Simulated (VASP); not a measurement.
# Li3Si2N (P-3m1) in VASP: notebook

Li3Si2N is run at these levels: PBE; tasks: single point.

Program: VASP 6.6.1. These are calculated values, not measurements. Logs are shortened: lines on timing, memory, paths and dates and some standing lists are left out, and cuts for length are marked.

## Step 1: The cell of the first run

Symmetry: P-3m1, No. 164, trigonal system. The conventional cell has a = 2.946 Å, b = 2.946 Å, c = 8.105 Å, α = 90.00°, β = 90.00°, γ = 120.00°. Li (site symmetry 3m) has 3 Si at 2.02 Å and 3 N at 2.48 Å within 2.7 Å. Li (site symmetry -3m) has 6 Si at 2.05 Å within 2.7 Å. Within 2.7 Å of Si (site symmetry 3m) lie 6 Li at 2.02 to 2.05 Å. N (site symmetry -3m) has 6 Li at 2.48 Å and 6 N at 2.95 Å and 6 Si at 3.37 Å within 3.4 Å.

The cell was generated, and may not be a known phase.

## Step 2: Single point, PBE, collinear spin, ferromagnetic start

The input, INCAR:

```
SYSTEM = Li3Si2N
PREC = Accurate
ENCUT = 520
EDIFF = 1E-7
ISMEAR = 0
SIGMA = 0.1
LREAL = .False.
LASPH = .True.
NELM = 150
ALGO = Normal
ISIF = 2
LWAVE = .False.
LCHARG = .False.
ISPIN = 2
MAGMOM = 0 0 0 0 0 1
LORBIT = 11
GGA = PE
NBANDS = 24
```

The input, KPOINTS:

```
regular mesh
0
Gamma
  6 6 2
  0 0 0
```

The input, POSCAR:

```
Li3Si2N
1.0
    2.9458653200      0.0000000000      0.0000000000
   -1.4729326600      2.5511942000      0.0000000000
    0.0000000000      0.0000000000      8.1053705200
Li Si N
3 2 1
Direct
    0.6666666700      0.3333333300      0.7769010100
    0.3333333300      0.6666666700      0.2230989900
    0.0000000000      0.0000000000      0.5000000000
    0.6666666700      0.3333333300      0.3583869900
    0.3333333300      0.6666666700      0.6416130100
    0.0000000000      0.0000000000      0.0000000000
```

Potentials or basis: VASP PAW PBE potentials, release 64 (Li_sv, Si, N).

On the command line:

```bash
$ cat potpaw_PBE.64/Li_sv/POTCAR potpaw_PBE.64/Si/POTCAR potpaw_PBE.64/N/POTCAR > POTCAR
$ mpirun -np 1 vasp_std > vasp.out
```

OUTCAR:

```text
SYSTEM = Li3Si2N
   PREC = Accurate
   ENCUT = 520
   EDIFF = 1E-7
   ISMEAR = 0
   LREAL = .False.
   LASPH = .True.
   NELM = 150
   ISIF = 2
   ISPIN = 2
   LORBIT = 11
   GGA = PE

 ion  position               nearest neighbor table
   1  0.667  0.333  0.777-   5 2.02   5 2.02   5 2.02
   2  0.333  0.667  0.223-   4 2.02   4 2.02   4 2.02
   3  0.000  0.000  0.500-   4 2.05   5 2.05   5 2.05   4 2.05   4 2.05   5 2.05
   4  0.667  0.333  0.358-   2 2.02   2 2.02   2 2.02   3 2.05   3 2.05   3 2.05   5 2.86   5 2.86
                             5 2.86
   5  0.333  0.667  0.642-   1 2.02   1 2.02   1 2.02   3 2.05   3 2.05   3 2.05   4 2.86   4 2.86
                             4 2.86
   6  0.000  0.000  0.000-

  LATTYP: Found a hexagonal cell.
 ALAT       =     2.9458653200
 C/A-ratio  =     2.7514396076

  Lattice vectors:

 A1 = (   2.9458653200,   0.0000000000,   0.0000000000)
 A2 = (  -1.4729326600,   2.5511942000,   0.0000000000)
 A3 = (   0.0000000000,   0.0000000000,   8.1053705200)

Analysis of symmetry for initial positions (statically):
=====================================================================
 Subroutine PRICEL returns:
 Original cell was already a primitive cell.

 Routine SETGRP: Setting up the symmetry group for a
 hexagonal supercell.

 Subroutine GETGRP returns: Found 12 space group operations
 (whereof 12 operations were pure point group operations)
 out of a pool of 24 trial point group operations.

The static configuration has the point symmetry D_3d.

Analysis of symmetry for dynamics (positions and initial velocities):
=====================================================================
 Subroutine PRICEL returns:
 Original cell was already a primitive cell.

 Routine SETGRP: Setting up the symmetry group for a
 hexagonal supercell.

 Subroutine GETGRP returns: Found 12 space group operations
 (whereof 12 operations were pure point group operations)
 out of a pool of 24 trial point group operations.

The dynamic configuration has the point symmetry D_3d.

Analysis of structural, dynamic, and magnetic symmetry:
=====================================================================
 Subroutine PRICEL returns:
 Original cell was already a primitive cell.

 Routine SETGRP: Setting up the symmetry group for a
 hexagonal supercell.

 Subroutine GETGRP returns: Found 12 space group operations
 (whereof 12 operations were pure point group operations)
 out of a pool of 24 trial point group operations.

The overall configuration has the point symmetry D_3d.

 Subroutine INISYM returns: Found 12 space group operations
 (whereof 12 operations are pure point group operations),
 and found     1 'primitive' translations

----------------------------------------------------------------------------------------

                                     Primitive cell

  volume of cell :      60.9157

  direct lattice vectors                    reciprocal lattice vectors
     2.945865320  0.000000000  0.000000000     0.339458832  0.195986648  0.000000000
    -1.472932660  2.551194200  0.000000000     0.000000000  0.391973296  0.000000000
     0.000000000  0.000000000  8.105370520     0.000000000  0.000000000  0.123374989

  length of vectors
     2.945865320  2.945865317  8.105370520     0.391973296  0.391973296  0.123374989

  position of ions in fractional coordinates (direct lattice)
     0.666666670  0.333333330  0.776901010
     0.333333330  0.666666670  0.223098990
     0.000000000  0.000000000  0.500000000
     0.666666670  0.333333330  0.358386990
     0.333333330  0.666666670  0.641613010
     0.000000000  0.000000000  0.000000000

  ion indices of the primitive-cell ions
   primitive index   ion index
                 1           1
                 2           2
                 3           3
                 4           4
                 5           5
                 6           6

[... 36 lines left out ...]
  0.166667 -0.000000  0.500000      6.000000
  0.333333 -0.000000  0.500000      6.000000
  0.500000  0.000000  0.500000      3.000000
  0.166667  0.166667  0.500000      6.000000
  0.333333  0.166667  0.500000     12.000000
  0.333333  0.333333  0.500000      2.000000
   k-points           NKPTS =     14   k-points in BZ     NKDIM =     14   number of bands    NBANDS=     24
   number of dos      NEDOS =    301   number of ions     NIONS =      6
   total plane-waves  NPLWV =  34560
   dimension x,y,z NGX =    24 NGY =   24 NGZ =   60
   dimension x,y,z NGXF=    48 NGYF=   48 NGZF=  120
   ions per type =               3   2   1
   NGX,Y,Z   is equivalent  to a cutoff of  13.54, 13.54, 12.31 a.u.
   NGXF,Y,Z  is equivalent  to a cutoff of  27.09, 27.09, 24.61 a.u.
 SYSTEM =  Li3Si2N
   PREC   = accura    normal or accurate (medium, high low for compatibility)
   ISTART =      0    job   : 0-new  1-cont  2-samecut
   ICHARG =      2    charge: 1-file 2-atom 10-const
   ISPIN  =      2    spin polarized calculation?
   LNONCOLLINEAR =      F non collinear calculations
   LSORBIT =      F    spin-orbit coupling
   LASPH  =      T    aspherical Exc in radial PAW
   ENCUT  =  520.0 eV  38.22 Ry    6.18 a.u.   5.48  5.48 15.07*2*pi/ulx,y,z
   NELM   =    150;   NELMIN=  2; NELMDL= -5     # of ELM steps
   EDIFF  = 0.1E-06   stopping-criterion for ELM
   LREAL  =      F    real-space projection
   EDIFFG = 0.1E-05   stopping-criterion for IOM
   NSW    =      0    number of steps for IOM
   IBRION =     -1    ionic relax: 0-MD 1-quasi-New 2-CG
   NFREE  =      0    steps in history (QN), initial steepest desc. (CG)
   ISIF   =      2    stress and relaxation
   ISYM   =      2    0-nonsym 1-usesym 2-fastsym
   POTIM  = 0.5000    time-step for ionic-motion
   TEBEG  =    0.0;   TEEND  =   0.0 temperature during run
   PSTRESS=    0.0 pullay stress
   NELECT =      22.0000    total number of electrons
   NUPDOWN=      -1.0000    fix difference up-down
   EMIN   =  10.00;   EMAX   =-10.00  energy-range for DOS
   EFERMI =   0.00;   METHOD = LEGACY
   ISMEAR =     0;   SIGMA  =   0.10  broadening in eV -4-tet -1-fermi 0-gaus
   EFERMI_NEDOS =   21; number of points for ismear=-14 and -15
   IALGO  =     38    algorithm
   IMIX   =      4    mixing-type and parameters
     AMIX     =   0.40;   BMIX     =  1.00
     AMIX_MAG =   1.60;   BMIX_MAG =  1.00
  volume/ion in A,a.u.               =      10.15        68.51
  Fermi-wavevector in a.u.,A,eV,Ry     =   1.165841  2.203120 18.492836  1.359185
  Thomas-Fermi vector in A             =   2.302362
   LORBIT       =     11    0 simple, 1 ext, 2 COOP (PROOUT), +10 PAW based schemes
   GGA     = PE    functional components
   LHFCALC =     F    Hartree Fock is set to
   AEXX    =    0.0000 exact exchange contribution
   IVDW    =     0    specifies the selected vdW correction
   LEPSILON=     F    determine dielectric tensor
   LRPA    =     F    only Hartree local field effects (RPA)
 spin polarized calculation
 Gauss-broadening in eV      SIGMA  =   0.10
  energy-cutoff  :      520.00
  volume of cell :       60.92
 maximum number of plane-waves:      1698
 NGX is ok and might be reduce to    24
   NGX = 11   NGY = 11   NGZ = 31

 number of electron      22.0000016 magnetization       1.3630999

 Free energy of the ion-electron system (eV)
  ---------------------------------------------------
  ext. energy  EPLUGINS =         0.00000000
  ---------------------------------------------------
  free energy    TOTEN  =       -14.05812950 eV

  energy without entropy =      -14.04902825  energy(sigma->0) =      -14.05357888

 E-fermi :   6.3224     XC(G=0): -10.4943

 val. band max:        6.2731057698   @ k =   0.1667  -0.0000   0.5000
 cond. band min:       6.3841228916   @ k =   0.1667   0.1667   0.5000
 fundamental gap:      0.1110171218
 Fermi energy:         6.3224331182

 spin component 1

 k-point     1 :       0.0000    0.0000    0.0000
  band No.  band energies     occupation
      1     -40.0324      1.00000
      2     -39.4597      1.00000
      3     -39.4584      1.00000
      4      -7.2798      1.00000
      5      -5.8066      1.00000
      6      -3.6889      1.00000
[... 353 lines left out ...]
     22      19.5658      0.00000
     23      19.5658      0.00000
 Fermi energy:         6.3224331182

 spin component 2

 k-point     1 :       0.0000    0.0000    0.0000
  band No.  band energies     occupation
      1     -40.0224      1.00000
      2     -39.4629      1.00000
      3     -39.4616      1.00000
      4      -5.9589      1.00000
      5      -5.3396      1.00000
      6      -3.6643      1.00000
[... 353 lines left out ...]
     22      19.6102      0.00000
     23      19.6102      0.00000
 [bands above 23 left out]

------------------------ aborting loop because EDIFF is reached ----------------------------------------

  FORCE on cell =-STRESS in cart. coord.  units (eV):
  Direction    XX          YY          ZZ          XY          YZ          ZX
  --------------------------------------------------------------------------------------
  -------------------------------------------------------------------------------------
  Total       18.7502409     18.7502409     14.9150027      0.0000000      0.0000000      0.0000000
  in kB      493.1603545    493.1603532    392.2876533      0.0000000      0.0000000      0.0000000
  external PRESSURE =     459.5361203 kB  Pullay stress =       0.0000000 kB

 VOLUME and BASIS-vectors are now :
 -----------------------------------------------------------------------------
  energy-cutoff  :      520.00
  volume of cell :       60.92
      direct lattice vectors                 reciprocal lattice vectors
     2.945865320  0.000000000  0.000000000     0.339458832  0.195986648  0.000000000
    -1.472932660  2.551194200  0.000000000     0.000000000  0.391973296  0.000000000
     0.000000000  0.000000000  8.105370520     0.000000000  0.000000000  0.123374989

 POSITION                                       TOTAL-FORCE (eV/Angst)
 -----------------------------------------------------------------------------------
      1.47293      0.85040      6.29707         0.000000      0.000000      5.935296
     -0.00000      1.70080      1.80830        -0.000000      0.000000     -5.935296
      0.00000      0.00000      4.05269        -0.000000      0.000000      0.000000
      1.47293      0.85040      2.90486         0.000000      0.000000      1.120999
     -0.00000      1.70080      5.20051        -0.000000     -0.000000     -1.120999
      0.00000      0.00000      0.00000        -0.000000      0.000000      0.000000
 -----------------------------------------------------------------------------------
    total drift:                                0.000000      0.000000      0.000000

  FREE ENERGIE OF THE ION-ELECTRON SYSTEM (eV)
  ---------------------------------------------------
  free  energy   TOTEN  =       -14.0581294955 eV

  energy  without entropy=      -14.0490282547  energy(sigma->0) =      -14.05357888

 total charge

# of ion       s       p       d       tot
------------------------------------------
    1        2.063   0.170   0.000   2.233
    2        2.063   0.170   0.000   2.233
    3        2.110   0.340   0.000   2.450
    4        0.924   0.905   0.000   1.829
    5        0.924   0.905   0.000   1.829
    6        1.338   2.005   0.000   3.342
--------------------------------------------------
tot          9.421   4.495   0.000  13.916

 magnetization (x)

# of ion       s       p       d       tot
------------------------------------------
    1       -0.000  -0.001   0.000  -0.001
    2       -0.000  -0.001   0.000  -0.001
    3        0.002   0.006   0.000   0.008
    4        0.003   0.011   0.000   0.013
    5        0.003   0.011   0.000   0.013
    6        0.026   0.901   0.000   0.927
--------------------------------------------------
tot          0.033   0.927   0.000   0.960
```

Wall time 31 s (1 thread of Oxide Virtual Turin-like, shared host); peak memory 0.18 GiB.

What came out:

| Quantity | Value |
| --- | --- |
| Free energy | -14.0581 eV |
| Largest force | 5.935 eV/Å |
| Net moment | 1.36 μB per cell |
| Site moments | Li -0.00, +0.01 (each value once); Si +0.01; N +0.93 μB |
| Valence electrons inside the program's atomic spheres | Li 2.23, 2.45 (each value once); Si 1.83; N 3.34 |

Forces in eV/Å, atoms in the order of the input:
```
Li   0.000  0.000  5.935
Li   0.000  0.000 -5.935
Li   0.000  0.000  0.000
Si   0.000  0.000  1.121
Si   0.000  0.000 -1.121
N    0.000  0.000  0.000
```

Levels at points of the mesh, in eV from the Fermi level:
Spin up:
| k point | band 9 | band 10 | band 11 | band 12 | band 13 | band 14 | band 15 | band 16 |
| --- | --- | --- | --- | --- | --- | --- | --- | --- |
| (0.00, 0.00, 0.00) | 0.44 | 0.44 | 2.60 | 4.93 | 4.93 | 5.18 | 5.18 | 5.58 |
| (0.50, 0.00, 0.00) | -3.19 | -1.37 | -0.38 | -0.05 | 0.27 | 0.61 | 3.02 | 4.20 |
| (0.00, 0.00, 0.50) | 0.44 | 0.44 | 1.03 | 4.93 | 4.93 | 5.17 | 5.17 | 7.22 |
| (0.50, 0.00, 0.50) | -3.01 | -1.83 | -0.58 | -0.30 | 0.14 | 1.51 | 3.15 | 4.71 |
Spin down:
```csv
k point,band 7,band 8,band 9,band 10,band 11,band 12,band 13,band 14
"(0.00, 0.00, 0.00)",-3.28,-2.20,2.57,2.57,3.18,4.95,4.95,5.21
"(0.50, 0.00, 0.00)",-5.55,-4.54,-2.00,-0.26,0.12,0.60,0.64,1.78
"(0.00, 0.00, 0.50)",-4.16,-0.22,1.11,2.57,2.57,4.95,4.95,5.20
"(0.50, 0.00, 0.50)",-5.32,-4.57,-1.66,-0.79,-0.56,0.16,1.58,2.14
```

Caveat: the k points lie up to 0.41 Å⁻¹ apart; the cutoff is under 1.25 times the usual one of these potentials, so pressure, stress and relaxed cells hold a basis-set (Pulay) error; forces of over 1 eV/Å act on the atoms, so gaps and moduli don't describe the material at rest.

## Step 3: Single point, PBE, collinear spin, ferromagnetic start

This run uses another cell than the first one, of 12.45 Å³/atom.

The input, INCAR:

```
ALGO = Normal
EDIFF = 1E-7
ENCUT = 520
GGA = PE
ISIF = 2
ISMEAR = 0
ISPIN = 2
LASPH = T
LCHARG = F
LORBIT = 11
LREAL = F
LWAVE = F
MAGMOM = 0 0 0 0 0 1
NBANDS = 24
NELM = 150
PREC = Accurate
SIGMA = 0.1
```

The input, KPOINTS:

```
k-points
0
Gamma
  6 6 2
```

The input, POSCAR:

```
Li3Si2N
1.0
    2.7029055798      0.0000000000      0.0000000000
   -1.3514527899      2.3407848961      0.0000000000
    0.0000000000      0.0000000000     11.8060382178
Li Si N
3 2 1
Direct
    0.6666666667      0.3333333333      0.8952713256
    0.3333333333      0.6666666667      0.1047286744
    0.0000000000      0.0000000000      0.5000000000
    0.6666666667      0.3333333333      0.3159523851
    0.3333333333      0.6666666667      0.6840476149
    0.0000000000      0.0000000000      0.0000000000
```

Potentials or basis: VASP PAW PBE potentials, release 64 (Li_sv, Si, N).

On the command line:

```bash
$ cat potpaw_PBE.64/Li_sv/POTCAR potpaw_PBE.64/Si/POTCAR potpaw_PBE.64/N/POTCAR > POTCAR
$ mpirun -np 1 vasp_std > vasp.out
```

It took 34 s on 1 thread of Oxide Virtual Turin-like, shared host; peak memory 0.19 GiB.

The run converged. Its results:

| Item | Value |
| --- | --- |
| Free energy | -23.9383 eV |
| Largest force | 0.012 eV/Å |
| Net moment | 0.14 μB per cell |
| Site moments | Li +0.00, -0.00 (each value once); Si +0.00; N +0.10 μB |
| Valence electrons inside the program's atomic spheres | Li 2.11, 2.12 (each value once); Si 1.57; N 3.51 |

Forces on the atoms (eV/Å):
```
Li   0.000  0.000 -0.012
Li   0.000  0.000  0.012
Li   0.000  0.000  0.000
Si   0.000  0.000 -0.005
Si   0.000  0.000  0.005
N    0.000  0.000  0.000
```

Levels at points of the mesh, in eV from the Fermi level:
Spin up:
| k point | band 8 | band 9 | band 10 | band 11 | band 12 | band 13 | band 14 | band 15 |
| --- | --- | --- | --- | --- | --- | --- | --- | --- |
| (0.00, 0.00, 0.00) | -4.16 | -2.07 | 1.39 | 1.39 | 1.63 | 4.37 | 7.68 | 10.98 |
| (0.50, 0.00, 0.00) | -4.70 | -4.05 | -1.57 | -0.04 | 0.13 | 1.11 | 3.27 | 3.47 |
| (0.00, 0.00, 0.50) | -3.89 | -2.31 | 1.39 | 1.39 | 2.20 | 3.55 | 8.65 | 10.55 |
| (0.50, 0.00, 0.50) | -4.71 | -4.05 | -1.55 | -0.19 | 0.13 | 1.42 | 2.86 | 3.60 |
Spin down:
```
           k point  band 8  band 9  band 10  band 11  band 12  band 13  band 14  band 15
(0.00, 0.00, 0.00)   -4.15   -2.01     1.62     1.67     1.67     4.38     7.68    10.98
(0.50, 0.00, 0.00)   -4.70   -3.87    -1.49    -0.04     0.39     1.11     3.28     3.47
(0.00, 0.00, 0.50)   -3.89   -2.25     1.67     1.67     2.21     3.55     8.65    10.58
(0.50, 0.00, 0.50)   -4.71   -3.87    -1.47    -0.19     0.39     1.43     2.87     3.60
```

Caveat: the k points lie up to 0.45 Å⁻¹ apart; the cutoff is under 1.25 times the usual one of these potentials, so pressure, stress and relaxed cells hold a basis-set (Pulay) error.
